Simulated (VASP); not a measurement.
Sn: single point with HSE06

Sn:

```
CELL_PARAMETERS angstrom
0.00000 3.23334 3.23334
3.23334 0.00000 3.23334
3.23334 3.23334 0.00000
ATOMIC_POSITIONS crystal
Sn 0.75000 0.75000 0.75000
Sn 0.50000 0.50000 0.50000
```

This isn't the form of Sn at room conditions, which is tetragonal (white tin).

```json
{"Program": "VASP 6.6.1", "Task": "single point", "Functional": "HSE06", "Potentials or basis": "VASP PAW PBE potentials, release 64 (Sn_d)", "Cutoff": "520 eV", "k mesh": "4 × 4 × 4", "Occupations": "fermi-dirac, width 0.05 eV", "Spin": "no spin polarisation", "Dipole correction": "no", "Grid for exact exchange (PRECFOCK)": "Normal", "Further INCAR settings": "ALGO = Normal; EDIFF = 1e-06; NBANDS = 21", "Share of exact exchange": "0.25", "Screening parameter": "0.2079 1/Å"}
```

```json
{"Pressure": "2.4 GPa", "Band gap on the k mesh": "zero (filled and empty bands touch)"}
```

Levels at points of the mesh, in eV from the Fermi level:
```
           k point  band 12  band 13  band 14  band 15  band 16  band 17
(0.00, 0.00, 0.00)    -0.06    -0.05    -0.05    -0.05     2.56     2.56
(0.50, 0.00, 0.00)    -7.04    -1.38    -1.38     0.40     3.69     3.69
(0.50, 0.50, 0.00)    -8.38    -2.87    -2.87     1.12     1.12     8.70
```

Run time: 27 min on 1 thread of AMD EPYC 7R43 64-Core Processor (Zen 3) (shared host), peak memory 0.28 GiB.

Caveat: the k points lie up to 0.42 Å⁻¹ apart; the PAW data sets were made with another functional, which shifts forces and pressure a little; spin-orbit coupling is left out, which moves the levels of the heavy elements.
